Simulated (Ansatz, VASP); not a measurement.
HfC: VASP beside Ansatz

```
CELL_PARAMETERS angstrom
3.45077 0.00000 0.00000
-1.72539 2.98846 0.00000
0.00000 0.00000 5.37066
ATOMIC_POSITIONS crystal
Hf 0.66667 0.33333 0.75000
Hf 0.33333 0.66667 0.25000
C 0.00000 0.00000 0.00000
C 0.00000 0.00000 0.50000
```

Alike in both runs: task single point; functional r2SCAN; k mesh 8 × 8 × 5; no spin polarisation.

```csv
,VASP,Ansatz
version,VASP 6.6.1,Ansatz 0.2.0
potentials or method,"VASP PAW PBE potentials, release 64 (Hf_pv, C), cutoff 520 eV","plane waves, PAW"
occupations,"fermi-dirac, width 0.1 eV",fermi-dirac
valence electrons in the cell,28,60
```

Ansatz gave:

* pressure (GPa): -20.9
* traceless stress, the component that is largest in VASP (GPa): 4.49

Task: Which values does VASP return?

Result: Pressure (GPa): -22.1; traceless stress, the component that is largest in VASP (GPa): 4.55.

VASP's potentials were made for PBE, not for r2SCAN. VASP's potentials hold 28 valence electrons a cell and Ansatz's 60, so a difference there can come from the potentials and not from the codes.

Neither program's run includes spin-orbit coupling.
